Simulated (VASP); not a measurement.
# Al3Ga2N5 (an interface model) in VASP: notebook

Al3Ga2N5 (an interface model) is run at these levels: PBEsol; tasks: single point.

All numbers are computed with VASP 6.6.1; they aren't measurements. Logs are shortened: lines on timing, memory, paths and dates and some standing lists are left out, and cuts for length are marked.

## 1. The cell of the first run

The cell holds layers of an interface, 20 atoms: a = 3.096 Å, b = 4.378 Å, c = 15.776 Å, α = 90.00°, β = 90.00°, γ = 90.00°.

## 2. Single point, PBEsol

The input, INCAR:

```
SYSTEM = Al3Ga2N5
  PREC = Accurate
  ENCUT = 520
  EDIFF = 1E-6
  ISMEAR = -1
  SIGMA = 0.05
  LREAL = Auto
  LASPH = .True.
  NELM = 100
  ALGO = Normal
  ISIF = 2
  LWAVE = .False.
  LCHARG = .False.
  GGA = PS
  NBANDS = 76
```

The input, KPOINTS:

```
Automatic mesh
0
Gamma
  4 3 1
  0 0 0
```

The input, POSCAR:

```
Al3Ga2N5
1.0
    2.1888610000     -2.1888610000      0.0000000000
    0.0000000000      0.0000000000      4.3777220000
  -11.1550030000    -11.1550030000      0.0000000000
Al Ga N
6 4 10
Direct
    0.9751340000      0.0199420000      0.7994610000
    0.0404090000      0.9811790000      0.4160400000
    0.0246240000      0.9972760000      0.6022230000
    0.5151890000      0.5037490000      0.7112150000
    0.4770900000      0.5030440000      0.8999430000
    0.5037360000      0.4990830000      0.5075270000
    0.9685020000      0.0117190000      0.0064010000
    0.0150350000      0.0160120000      0.2112580000
    0.4948420000      0.5042210000      0.3189370000
    0.4741880000      0.4789640000      0.1028970000
    0.9865340000      0.2403650000      0.7046060000
    0.0082020000      0.2591140000      0.3065410000
    0.9697560000      0.2348850000      0.8980150000
    0.9972050000      0.2584660000      0.5074160000
    0.9758650000      0.2554680000      0.1008600000
    0.5365570000      0.7166770000      0.6044870000
    0.5364530000      0.7574110000      0.2129950000
    0.5231820000      0.7750410000      0.8000400000
    0.5042970000      0.7497590000      0.4123350000
    0.4937400000      0.7237080000      0.0007790000
```

Potentials or basis: VASP PAW PBE potentials, release 64 (Al, Ga_d, N).

Launch:

```console
$ cat potpaw_PBE.64/Al/POTCAR potpaw_PBE.64/Ga_d/POTCAR potpaw_PBE.64/N/POTCAR > POTCAR
$ mpirun -np 1 vasp_std > vasp.out
```

OUTCAR:

```text
SYSTEM = Al3Ga2N5
   PREC = Accurate
   ENCUT = 520
   EDIFF = 1E-6
   ISMEAR = -1
   LREAL = Auto
   LASPH = .True.
   NELM = 100
   ISIF = 2
   GGA = PS

 ion  position               nearest neighbor table
   1  0.975  0.020  0.799-  18 1.76  11 1.78  13 1.82  18 2.01   4 2.91   4 3.01   4 3.04   5 3.06
                             5 3.07   3 3.12   4 3.14   5 3.16   5 3.17
   2  0.040  0.981  0.416-  19 1.76  14 1.89  19 1.95  12 2.12   6 2.93   3 2.94   9 2.95   6 3.05
                             6 3.05   9 3.09   9 3.09   6 3.16
   3  0.025  0.997  0.602-  14 1.88  11 1.94  16 1.95  16 2.01   2 2.94   6 3.03   6 3.04   6 3.10
                             6 3.11   1 3.12   4 3.15   4 3.18   4 3.19   4 3.22
   4  0.515  0.504  0.711-  18 1.84  11 1.86  16 1.93  11 2.00   1 2.91   5 2.98   1 3.01   1 3.04
                             1 3.14   3 3.15   3 3.18   3 3.19   6 3.21   3 3.22
   5  0.477  0.503  0.900-  20 1.86  13 1.92  13 1.96  18 1.98   4 2.98   1 3.06   1 3.07   7 3.12
                             1 3.16   1 3.17
   6  0.504  0.499  0.508-  16 1.80  14 1.86  19 1.86  14 1.89   2 2.93   9 2.98   3 3.03   3 3.04
                             2 3.05   2 3.05   3 3.10   3 3.11   2 3.16   4 3.21
   7  0.969  0.012  0.006-  15 1.83  20 1.94  13 1.97  20 2.06   5 3.12
   8  0.015  0.016  0.211-  12 1.84  17 1.86  17 1.97  15 2.04
   9  0.495  0.504  0.319-  19 1.82  12 1.86  12 1.93  17 2.01   2 2.95   6 2.98   2 3.09   2 3.09

  10  0.474  0.479  0.103-  15 1.83  15 1.84  20 1.94  17 2.13
  11  0.987  0.240  0.705-   1 1.78   4 1.86   3 1.94   4 2.00
  12  0.008  0.259  0.307-   8 1.84   9 1.86   9 1.93   2 2.12
  13  0.970  0.235  0.898-   1 1.82   5 1.92   5 1.96   7 1.97
  14  0.997  0.258  0.507-   6 1.86   3 1.88   6 1.89   2 1.89
  15  0.976  0.255  0.101-  10 1.83   7 1.83  10 1.84   8 2.04
  16  0.537  0.717  0.604-   6 1.80   4 1.93   3 1.95   3 2.01
  17  0.536  0.757  0.213-   8 1.86   8 1.97   9 2.01  10 2.13
  18  0.523  0.775  0.800-   1 1.76   4 1.84   5 1.98   1 2.01
  19  0.504  0.750  0.412-   2 1.76   9 1.82   6 1.86   2 1.95
  20  0.494  0.724  0.001-   5 1.86  10 1.94   7 1.94   7 2.06

  LATTYP: Found a simple orthorhombic cell.
 ALAT       =     3.0955169123
 B/A-ratio  =     1.4142135624
 C/A-ratio  =     5.0962591960

  Lattice vectors:

 A1 = (   2.1888610000,  -2.1888610000,   0.0000000000)
 A2 = (   0.0000000000,   0.0000000000,   4.3777220000)
 A3 = ( -11.1550030000, -11.1550030000,   0.0000000000)

Analysis of symmetry for initial positions (statically):
=====================================================================
 Subroutine PRICEL returns:
 Original cell was already a primitive cell.

 Routine SETGRP: Setting up the symmetry group for a
 simple orthorhombic supercell.

 Subroutine GETGRP returns: Found  1 space group operations
 (whereof  1 operations were pure point group operations)
 out of a pool of  8 trial point group operations.
[... 145 lines left out ...]
   NUPDOWN=      -1.0000    fix difference up-down
   EMIN   =  10.00;   EMAX   =-10.00  energy-range for DOS
   EFERMI =   0.00;   METHOD = LEGACY
   ISMEAR =    -1;   SIGMA  =   0.05  broadening in eV -4-tet -1-fermi 0-gaus
   EFERMI_NEDOS =   21; number of points for ismear=-14 and -15
   IALGO  =     38    algorithm
   IMIX   =      4    mixing-type and parameters
     AMIX     =   0.40;   BMIX     =  1.00
     AMIX_MAG =   1.60;   BMIX_MAG =  1.00
  volume/ion in A,a.u.               =      10.69        72.13
  Fermi-wavevector in a.u.,A,eV,Ry     =   1.350454  2.551989 24.813310  1.823727
  Thomas-Fermi vector in A             =   2.477957
   LORBIT       =      0    0 simple, 1 ext, 2 COOP (PROOUT), +10 PAW based schemes
   GGA     = PS    functional components
   LHFCALC =     F    Hartree Fock is set to
   AEXX    =    0.0000 exact exchange contribution
   IVDW    =     0    specifies the selected vdW correction
   LEPSILON=     F    determine dielectric tensor
   LRPA    =     F    only Hartree local field effects (RPA)
 non-spin polarized calculation
  energy-cutoff  :      520.00
  volume of cell :      213.78
 maximum number of plane-waves:      5792
 NGX is ok and might be reduce to    24
   NGX = 11   NGY = 17   NGZ = 59

 number of electron     120.0000017 magnetization

 Free energy of the ion-electron system (eV)
  ---------------------------------------------------
  ext. energy  EPLUGINS =         0.00000000
  ---------------------------------------------------
  free energy    TOTEN  =      -143.58538558 eV

  energy without entropy =     -143.58538558  energy(sigma->0) =     -143.58538558

 E-fermi :   7.5604     XC(G=0): -11.5165

 val. band max:        6.5348176869   @ k =   0.0000   0.0000   0.0000
 cond. band min:       8.5980012875   @ k =   0.0000   0.0000   0.0000
 fundamental gap:      2.0631836006
 Fermi energy:         7.5604376519

 k-point     1 :       0.0000    0.0000    0.0000
  band No.  band energies     occupation
      1     -10.1883      2.00000
      2      -9.8476      2.00000
      3      -9.3123      2.00000
      4      -8.9422      2.00000
      5      -8.6706      2.00000
      6      -8.3421      2.00000
[... 514 lines left out ...]
     71      13.5396      0.00000
     72      13.7340      0.00000
 [bands above 72 left out]

------------------------ aborting loop because EDIFF is reached ----------------------------------------

  FORCE on cell =-STRESS in cart. coord.  units (eV):
  Direction    XX          YY          ZZ          XY          YZ          ZX
  --------------------------------------------------------------------------------------
  -------------------------------------------------------------------------------------
  Total        7.8096779      7.6319341      7.9920175     -3.1604358     -4.0337761     -2.4780558
  in kB       58.5298831     57.1977764     59.8964326    -23.6859883    -30.2312652    -18.5718692
  external PRESSURE =      58.5413640 kB  Pullay stress =       0.0000000 kB

 VOLUME and BASIS-vectors are now :
 -----------------------------------------------------------------------------
  energy-cutoff  :      520.00
  volume of cell :      213.78
      direct lattice vectors                 reciprocal lattice vectors
     2.188861000 -2.188861000  0.000000000     0.228429306 -0.228429306  0.000000000
     0.000000000  0.000000000  4.377722000     0.000000000  0.000000000  0.228429306
   -11.155003000-11.155003000  0.000000000    -0.044822937 -0.044822937  0.000000000

 POSITION                                       TOTAL-FORCE (eV/Angst)
 -----------------------------------------------------------------------------------
     -6.78356    -11.05242      0.08730         0.772151     -2.225206     -1.178394
     -4.55248     -4.72938      4.29533        -0.444103      2.972647      2.300448
     -6.66390     -6.77170      4.36580        -1.114614     -0.943017     -0.722545
     -6.80593     -9.06128      2.20527         0.641329      1.725290     -0.356814
     -8.99458    -11.08315      2.20219         0.100371      0.039277     -0.149813
     -4.55886     -6.76407      2.18485        -0.268898     -0.198572     -0.691085
[... 12 lines left out ...]
     -3.49576     -5.70343      3.28224         0.256733     -2.365160      0.427809
      1.07204     -1.08942      3.16819        -0.704614      0.361426      1.269289
 -----------------------------------------------------------------------------------
    total drift:                               -0.008436      0.000523     -0.012002

  FREE ENERGIE OF THE ION-ELECTRON SYSTEM (eV)
  ---------------------------------------------------
  free  energy   TOTEN  =      -143.5853855842 eV

  energy  without entropy=     -143.5853855838  energy(sigma->0) =     -143.58538558
```

OSZICAR:

```text
N       E                     dE             d eps       ncg     rms          rms(c)
DAV:   1     0.145817270672E+04    0.14582E+04   -0.50486E+04  1244   0.225E+03
DAV:   2     0.196015869355E+03   -0.12622E+04   -0.11738E+04  1144   0.681E+02
DAV:   3    -0.131252160544E+03   -0.32727E+03   -0.31195E+03  1280   0.230E+02
DAV:   4    -0.164221670117E+03   -0.32970E+02   -0.32628E+02  1476   0.790E+01
DAV:   5    -0.165280957185E+03   -0.10593E+01   -0.10551E+01  1376   0.148E+01    0.254E+01
DAV:   6    -0.143397034358E+03    0.21884E+02   -0.75732E+01  1776   0.596E+01    0.830E+00
DAV:   7    -0.143789834161E+03   -0.39280E+00   -0.92435E+00  1228   0.128E+01    0.622E+00
DAV:   8    -0.143632912847E+03    0.15692E+00   -0.11783E+00  1600   0.114E+01    0.151E+00
DAV:   9    -0.143583200068E+03    0.49713E-01   -0.26233E-01  1688   0.680E+00    0.582E-01
DAV:  10    -0.143584426889E+03   -0.12268E-02   -0.55992E-02  1548   0.144E+00    0.287E-01
DAV:  11    -0.143585301120E+03   -0.87423E-03   -0.91977E-03  1388   0.840E-01    0.125E-01
DAV:  12    -0.143585321166E+03   -0.20046E-04   -0.12432E-03  1548   0.594E-01    0.606E-02
DAV:  13    -0.143585381854E+03   -0.60688E-04   -0.58204E-04  1448   0.195E-01    0.267E-02
DAV:  14    -0.143585385675E+03   -0.38211E-05   -0.86696E-05  1372   0.106E-01    0.162E-02
DAV:  15    -0.143585386471E+03   -0.79662E-06   -0.27435E-05  1504   0.559E-02    0.787E-03
DAV:  16    -0.143585385584E+03    0.88725E-06   -0.64466E-06  1216   0.372E-02
   1 F= -.14358539E+03 E0= -.14358539E+03  d E =-.437877E-09
```

stdout:

```text
POSCAR found type information on POSCAR AlGaN
 POSCAR found :  3 types and      20 ions
 scaLAPACK will be used
 -----------------------------------------------------------------------------
|                                                                             |
|                                                                             |
|     You enforced a specific xc type in the INCAR file but a different       |
|     I HOPE YOU KNOW WHAT YOU ARE DOING!                                     |
|                                                                             |
 -----------------------------------------------------------------------------

 LDA part: xc-table for (Slater+PW92), standard interpolation
 POSCAR, INCAR and KPOINTS ok, starting setup
 FFT: planning ... GRIDC
 FFT: planning ... GRID_SOFT
 FFT: planning ... GRID
 WAVECAR not read
 entering main loop
```

Run time: 1.8 min. Hardware: 1 thread of Intel Xeon 6975P-C (Granite Rapids), shared host; peak memory 0.34 GiB.

What came out:

```yaml
Free_energy: -143.5854 eV
Pressure: 5.9 GPa
Largest_force: 3.785 eV/Å
Band_gap_on_the_k_mesh: 2.06 eV
```

Forces in eV/Å, atoms in the order of the input:
```
Al   0.772 -2.225 -1.178
Al  -0.444  2.973  2.300
Al  -1.115 -0.943 -0.723
Al   0.641  1.725 -0.357
Al   0.100  0.039 -0.150
Al  -0.269 -0.199 -0.691
Ga   1.722  0.923 -2.093
Ga   1.330  0.443 -1.082
Ga   2.845  1.646 -0.290
Ga  -0.391 -0.989  2.893
N    1.800  0.068  1.223
N   -2.330 -1.814 -0.724
N   -0.179 -0.822  1.945
N    0.862 -0.202 -1.115
N   -1.059 -1.443 -1.294
N   -0.942 -0.006  2.444
N   -0.492  1.636 -0.854
N   -2.404  1.194 -1.952
N    0.257 -2.365  0.428
N   -0.705  0.361  1.269
```

Stress tensor (GPa, compression positive):
```
 5.85 -2.37 -1.86
-2.37  5.72 -3.02
-1.86 -3.02  5.99
```

Levels at points of the mesh, in eV from the valence-band top:
```
           k point  band 58  band 59  band 60  band 61  band 62  band 63
(0.00, 0.00, 0.00)    -0.34    -0.25     0.00     2.06     2.21     3.34
(0.50, 0.00, 0.00)    -2.17    -1.70    -1.39     2.17     2.27     2.73
```

Caveat: the k points lie up to 0.51 Å⁻¹ apart; the PAW data sets were made with another functional, which shifts forces and pressure a little.

## 3. Single point, PBEsol

The input, INCAR:

```
  PREC = Accurate
  ENCUT = 520
  EDIFF = 1E-7
  ISMEAR = 1
  SIGMA = 0.05
  LREAL = Auto
  LASPH = T
  NELM = 100
  ALGO = Normal
  ISIF = 2
  LWAVE = F
  LCHARG = F
  GGA = PS
  NBANDS = 76
```

The input, KPOINTS:

```
regular mesh
0
Gamma
  4 3 1
```

POSCAR is that of step 2.

Potentials or basis: VASP PAW PBE potentials, release 64 (Al, Ga_d, N).

Launch:

```console
$ cat potpaw_PBE.64/Al/POTCAR potpaw_PBE.64/Ga_d/POTCAR potpaw_PBE.64/N/POTCAR > POTCAR
$ mpirun -np 1 vasp_std > vasp.out
```

Run time: 2.3 min. Hardware: 1 thread of Intel Xeon 6975P-C (Granite Rapids), shared host; peak memory 0.35 GiB.

Results (log left out):

```
Free energy            : -143.5851 eV
Pressure               : 5.9 GPa
Largest force          : 3.785 eV/Å
Band gap on the k mesh : 2.06 eV
```

Forces on the atoms (eV/Å):
```
Al   0.772 -2.225 -1.178
Al  -0.444  2.973  2.300
Al  -1.115 -0.943 -0.723
Al   0.641  1.725 -0.357
Al   0.100  0.039 -0.150
Al  -0.269 -0.199 -0.691
Ga   1.722  0.923 -2.093
Ga   1.330  0.443 -1.081
Ga   2.845  1.646 -0.290
Ga  -0.391 -0.989  2.893
N    1.800  0.068  1.223
N   -2.330 -1.814 -0.724
N   -0.179 -0.822  1.945
N    0.862 -0.202 -1.115
N   -1.059 -1.443 -1.294
N   -0.942 -0.006  2.444
N   -0.492  1.636 -0.854
N   -2.404  1.194 -1.952
N    0.257 -2.365  0.428
N   -0.705  0.361  1.269
```

Stress tensor (GPa, compression positive):
```
 5.86 -2.37 -1.86
-2.37  5.73 -3.02
-1.86 -3.02  6.00
```

Levels at points of the mesh, in eV from the valence-band top:
| k point | band 58 | band 59 | band 60 | band 61 | band 62 | band 63 |
| --- | --- | --- | --- | --- | --- | --- |
| (0.00, 0.00, 0.00) | -0.34 | -0.25 | 0.00 | 2.06 | 2.21 | 3.34 |
| (0.50, 0.00, 0.00) | -2.17 | -1.70 | -1.39 | 2.17 | 2.27 | 2.73 |

Caveat: the k points lie up to 0.51 Å⁻¹ apart; the PAW data sets were made with another functional, which shifts forces and pressure a little.

## 4. Single point, PBEsol

The input, INCAR:

```
ALGO = Normal
EDIFF = 1E-6
ENCUT = 520
GGA = PS
ISIF = 2
ISMEAR = -1
LASPH = True
LCHARG = False
LREAL = Auto
LWAVE = False
NBANDS = 76
NELM = 100
PREC = Accurate
SIGMA = 0.05
```

The input, KPOINTS:

```
k-points
0
Gamma
  4 3 1
```

POSCAR is that of step 3.

Launch:

```console
$ cat potpaw_PBE.64/Al/POTCAR potpaw_PBE.64/Ga_d/POTCAR potpaw_PBE.64/N/POTCAR > POTCAR
$ mpirun -np 1 vasp_std > vasp.out
```

It took 1.9 min on 1 thread of Intel Xeon 6975P-C (Granite Rapids), shared host; peak memory 0.34 GiB.

It converged, with:

```yaml
Free_energy: -143.5854 eV
Pressure: 5.9 GPa
Largest_force: 3.785 eV/Å
Band_gap_on_the_k_mesh: 2.06 eV
```

Forces in eV/Å, atoms in the order of the input:
```
Al   0.772 -2.225 -1.178
Al  -0.444  2.973  2.300
Al  -1.115 -0.943 -0.723
Al   0.641  1.725 -0.357
Al   0.100  0.039 -0.150
Al  -0.269 -0.199 -0.691
Ga   1.722  0.923 -2.093
Ga   1.330  0.443 -1.082
Ga   2.845  1.646 -0.290
Ga  -0.391 -0.989  2.893
N    1.800  0.068  1.223
N   -2.330 -1.814 -0.724
N   -0.179 -0.822  1.945
N    0.862 -0.202 -1.115
N   -1.059 -1.443 -1.294
N   -0.942 -0.006  2.444
N   -0.492  1.636 -0.854
N   -2.404  1.194 -1.952
N    0.257 -2.365  0.428
N   -0.705  0.361  1.269
```

Stress tensor (GPa, compression positive):
```
 5.85 -2.37 -1.86
-2.37  5.72 -3.02
-1.86 -3.02  5.99
```

Levels at points of the mesh, in eV from the valence-band top:
```csv
k point,band 56,band 57,band 58,band 59,band 60,band 61,band 62,band 63,band 64,band 65
"(0.00, 0.00, 0.00)",-1.04,-0.74,-0.34,-0.25,0.00,2.06,2.21,3.34,3.71,3.90
"(0.50, 0.00, 0.00)",-2.44,-2.37,-2.17,-1.70,-1.39,2.17,2.27,2.73,3.31,4.45
```

Caveat: the k points lie up to 0.51 Å⁻¹ apart; the PAW data sets were made with another functional, which shifts forces and pressure a little.
